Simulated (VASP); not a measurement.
# Y2HfF (P4/nmm) in VASP: a series of runs, part 2 of 2

VASP 6.6.1. Earlier steps stand in the parts before.

### 3 Single point, PBE

This run uses another cell than the first one, of 19.15 Å³/atom, 0.791 times its volume.

INCAR reads:

```
PREC = Accurate
ENCUT = 520
EDIFF = 1E-6
ISMEAR = 0
SIGMA = 0.1
LREAL = F
LASPH = T
NELM = 80
ALGO = Normal
ISIF = 2
LWAVE = F
LCHARG = F
GGA = PE
NBANDS = 49
```

KPOINTS reads:

```
regular mesh
0
Gamma
  4 4 2
```

POSCAR reads:

```
Y2HfF
1.0
    4.2865744200      0.0000000000      0.0000000000
    0.0000000000      4.2865744200      0.0000000000
    0.0000000000      0.0000000000      8.3380183300
Y Hf F
4 2 2
Direct
    0.0000000000      0.5000000000      0.6452779200
    0.5000000000      0.0000000000      0.3547220800
    0.5000000000      0.5000000000      0.0000000000
    0.0000000000      0.0000000000      0.0000000000
    0.5000000000      0.0000000000      0.7047187700
    0.0000000000      0.5000000000      0.2952812300
    0.0000000000      0.5000000000      0.9010653500
    0.5000000000      0.0000000000      0.0989346500
```

Potentials or basis: VASP PAW PBE potentials, release 64 (Y_sv, Hf_pv, F).

Command:

```
$ cat potpaw_PBE.64/Y_sv/POTCAR potpaw_PBE.64/Hf_pv/POTCAR potpaw_PBE.64/F/POTCAR > POTCAR
$ mpirun -np 1 vasp_std > vasp.out
```

OUTCAR:

```text
PREC = Accurate
   ENCUT = 520
   EDIFF = 1E-6
   ISMEAR = 0
   LREAL = F
   LASPH = T
   NELM = 80
   ISIF = 2
   GGA = PE

 ion  position               nearest neighbor table
   1  0.000  0.500  0.645-   7 2.13   6 2.92   5 3.07   5 3.07   5 3.07   5 3.07   4 3.65   3 3.65
                             3 3.65   4 3.65   2 3.88   2 3.88   2 3.88   2 3.88
   2  0.500  0.000  0.355-   8 2.13   5 2.92   6 3.07   6 3.07   6 3.07   6 3.07   4 3.65   4 3.65
                             3 3.65   3 3.65   1 3.88   1 3.88   1 3.88   1 3.88
   3  0.500  0.500  0.000-   7 2.30   8 2.30   8 2.30   7 2.30   4 3.03   4 3.03   4 3.03   4 3.03
                             5 3.26   6 3.26   5 3.26   6 3.26   2 3.65   1 3.65   2 3.65   1 3.65
   4  0.000  0.000  0.000-   7 2.30   8 2.30   7 2.30   8 2.30   3 3.03   3 3.03   3 3.03   3 3.03
                             5 3.26   5 3.26   6 3.26   6 3.26   2 3.65   1 3.65   1 3.65   2 3.65
   5  0.500  0.000  0.705-   2 2.92   1 3.07   1 3.07   1 3.07   1 3.07   3 3.26   4 3.26   4 3.26
                             3 3.26
   6  0.000  0.500  0.295-   1 2.92   2 3.07   2 3.07   2 3.07   2 3.07   4 3.26   4 3.26   3 3.26
                             3 3.26
   7  0.000  0.500  0.901-   1 2.13   3 2.30   4 2.30   4 2.30   3 2.30
   8  0.500  0.000  0.099-   2 2.13   3 2.30   4 2.30   3 2.30   4 2.30

[... 199 lines left out ...]
      5     -25.3911      2.00000
      6     -25.3911      2.00000
[... 613 lines left out ...]
     48       7.6137      0.00000
     49       7.6551      0.00000

------------------------ aborting loop because EDIFF is reached ----------------------------------------

  FORCE on cell =-STRESS in cart. coord.  units (eV):
  Direction    XX          YY          ZZ          XY          YZ          ZX
  --------------------------------------------------------------------------------------
  -------------------------------------------------------------------------------------
  Total       17.2449470     17.2449470     21.3377308      0.0000000      0.0000000      0.0000000
  in kB      180.3386708    180.3386708    223.1388715      0.0000000      0.0000000      0.0000000
  external PRESSURE =     194.6054044 kB  Pullay stress =       0.0000000 kB

 VOLUME and BASIS-vectors are now :
 -----------------------------------------------------------------------------
  energy-cutoff  :      520.00
  volume of cell :      153.21
      direct lattice vectors                 reciprocal lattice vectors
     4.286574420  0.000000000  0.000000000     0.233286513  0.000000000  0.000000000
     0.000000000  4.286574420  0.000000000     0.000000000  0.233286513  0.000000000
     0.000000000  0.000000000  8.338018330     0.000000000  0.000000000  0.119932574

 POSITION                                       TOTAL-FORCE (eV/Angst)
 -----------------------------------------------------------------------------------
      0.00000      2.14329      5.38034         0.000000      0.000000     -0.931144
      2.14329      0.00000      2.95768         0.000000      0.000000      0.931144
      2.14329      2.14329      0.00000         0.000000     -0.000000      0.000000
      0.00000      0.00000      0.00000         0.000000      0.000000      0.000000
      2.14329      0.00000      5.87596         0.000000      0.000000     -1.447820
      0.00000      2.14329      2.46206         0.000000     -0.000000      1.447820
      0.00000      2.14329      7.51310         0.000000      0.000000      0.717775
      2.14329      0.00000      0.82492        -0.000000      0.000000     -0.717775
 -----------------------------------------------------------------------------------
    total drift:                                0.000000     -0.000000      0.000000

  FREE ENERGIE OF THE ION-ELECTRON SYSTEM (eV)
  ---------------------------------------------------
  free  energy   TOTEN  =       -51.8267312681 eV

  energy  without entropy=      -51.7647097941  energy(sigma->0) =      -51.79572053
```

OSZICAR:

```text
N       E                     dE             d eps       ncg     rms          rms(c)
DAV:   1     0.496800478208E+03    0.49680E+03   -0.41840E+04  1176   0.160E+03
DAV:   2    -0.106418309545E+02   -0.50744E+03   -0.49112E+03  1388   0.402E+02
DAV:   3    -0.504851588577E+02   -0.39843E+02   -0.37834E+02  1640   0.785E+01
DAV:   4    -0.541144018296E+02   -0.36292E+01   -0.35754E+01  1832   0.183E+01
DAV:   5    -0.542418949492E+02   -0.12749E+00   -0.12727E+00  1574   0.353E+00    0.755E+01
DAV:   6    -0.520285141300E+02    0.22134E+01   -0.92537E+00  1365   0.137E+01    0.473E+01
DAV:   7    -0.529460865533E+02   -0.91757E+00   -0.72471E+00  1702   0.114E+01    0.184E+01
DAV:   8    -0.519040946382E+02    0.10420E+01   -0.65979E+00  1385   0.674E+00    0.476E+00
DAV:   9    -0.518314893060E+02    0.72605E-01   -0.42661E-01  1452   0.254E+00    0.166E+00
DAV:  10    -0.518287555494E+02    0.27338E-02   -0.58106E-02  1462   0.107E+00    0.131E+00
DAV:  11    -0.518269704331E+02    0.17851E-02   -0.88673E-03  1613   0.389E-01    0.583E-01
DAV:  12    -0.518267254305E+02    0.24500E-03   -0.14382E-03  1560   0.186E-01    0.125E-01
DAV:  13    -0.518267445777E+02   -0.19147E-04   -0.17322E-04  1638   0.411E-02    0.105E-01
DAV:  14    -0.518267298601E+02    0.14718E-04   -0.41421E-05  1605   0.298E-02    0.234E-02
DAV:  15    -0.518267318178E+02   -0.19577E-05   -0.11352E-05  1583   0.138E-02    0.825E-03
DAV:  16    -0.518267312681E+02    0.54969E-06   -0.13003E-06   896   0.632E-03
   1 F= -.51826731E+02 E0= -.51795721E+02  d E =-.620215E-01
```

stdout:

```text
POSCAR found type information on POSCAR Y HfF
 POSCAR found :  3 types and       8 ions
 scaLAPACK will be used
 LDA part: xc-table for (Slater+PW92), standard interpolation
 POSCAR, INCAR and KPOINTS ok, starting setup
 FFT: planning ... GRIDC
 FFT: planning ... GRID_SOFT
 FFT: planning ... GRID
 WAVECAR not read
 entering main loop
```

Run time: 51 s. Hardware: 1 thread of Intel Xeon 6975P-C (Granite Rapids), shared host; peak memory 0.29 GiB.

Results:

```yaml
Free_energy: -51.8267 eV
Pressure: 19.5 GPa
Largest_force: 1.448 eV/Å
Band_gap_on_the_k_mesh: zero (band 39 reaches 5.54 eV, above the bottom of band 40 at 4.94 eV)
```

Forces in eV/Å, atoms in the order of the input:
```
Y    0.000  0.000 -0.931
Y    0.000  0.000  0.931
Y    0.000  0.000  0.000
Y    0.000  0.000  0.000
Hf   0.000  0.000 -1.448
Hf   0.000  0.000  1.448
F    0.000  0.000  0.718
F    0.000  0.000 -0.718
```

Stress tensor (GPa, compression positive):
```
18.03  0.00  0.00
 0.00 18.03  0.00
 0.00  0.00 22.31
```

Caveat: the k points lie up to 0.38 Å⁻¹ apart; spin-orbit coupling is left out, which moves the levels of the heavy elements; forces of over 1 eV/Å act on the atoms, so gaps and moduli don't describe the material at rest.
